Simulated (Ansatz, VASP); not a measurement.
# Ti5Si in VASP and in Ansatz

INCAR

```
PREC     = Accurate       # precision mode
ENCUT    = 520            # plane-wave cutoff, eV
EDIFF    = 1E-6           # SCF threshold, eV
ISMEAR   = 1              # smearing method
SIGMA    = 0.05           # smearing width, eV
LREAL    = False          # projectors in reciprocal space
LASPH    = True           # aspherical terms in the spheres
NELM     = 100            # most SCF steps
ALGO     = Fast           # electronic algorithm
ISIF     = 2              # what is computed and relaxed
LWAVE    = False          # write WAVECAR
LCHARG   = True           # write CHGCAR
GGA      = PS             # functional
LELF     = True           # ELF
LVHAR    = True         
NBANDS   = 41             # bands
```

File KPOINTS:

```
regular mesh
0
Gamma
  12 12 12
```

POSCAR

```
Ti5Si
1.0
    2.5228393509      1.4565619783      4.4409048145
   -2.5228393509      1.4565619783      4.4409048145
    0.0000000000     -2.9131239567      4.4409048145
Ti Si
5 1
Direct
    0.1514396700      0.1514396700      0.1514396700
    0.6053500000      0.3946500000      0.0000000000
    0.0000000000      0.6053500000      0.3946500000
    0.8485603300      0.8485603300      0.8485603300
    0.3946500000      0.0000000000      0.6053500000
    0.5000000000      0.5000000000      0.5000000000
```

Input for Ansatz:

```yaml
crystal:
  lattice:
    - [2.5228393509, 1.4565619783, 4.4409048145]
    - [-2.5228393509, 1.4565619783, 4.4409048145]
    - [0.0, -2.9131239567, 4.4409048145]
  atoms:
    - { symbol: Ti, position: [0.15143967, 0.15143967, 0.15143967] }
    - { symbol: Ti, position: [0.60535, 0.39465, 0.0] }
    - { symbol: Ti, position: [0.0, 0.60535, 0.39465] }
    - { symbol: Ti, position: [0.84856033, 0.84856033, 0.84856033] }
    - { symbol: Ti, position: [0.39465, 0.0, 0.60535] }
    - { symbol: Si, position: [0.5, 0.5, 0.5] }
basis:
  ecutwfc: 420
kpoints:
  mp_grid: { grid: [12, 12, 12] }
hamiltonian:
  xc: pbesol
scf:
  occupations: { method: methfessel_paxton, width: 0.05 }
output:
  forces: true
  stress: true
  eigenvalues: true
```

Alike in both runs: task single point; functional PBEsol; k mesh 12 × 12 × 12; occupations methfessel-paxton of order 1, width 0.05 eV; no spin polarisation.

```csv
,VASP,Ansatz
version,VASP 6.6.1,Ansatz 0.2.0
potentials or method,"VASP PAW PBE potentials, release 64 (Ti_sv, Si), cutoff 520 eV","scalar-relativistic, plane waves, PAW"
valence electrons in the cell,64,64
```

```tsv
	VASP	Ansatz	Ansatz less VASP
gap on the k mesh at the Fermi level (eV)	none	none	-
pressure (GPa)	-4.5	-4.4	+0.10
traceless stress, the component that is largest in VASP (GPa)	-0.05	-0.06	-0.015
rms of the force components (eV/Å)	0.033	0.033	+0.0004
```

VASP's potentials were made for PBE, not for PBEsol. Atom by atom the forces differ by 0.001 eV/Å (rms over components). A gap of «none» marks a metal or a gap that the smearing closes.
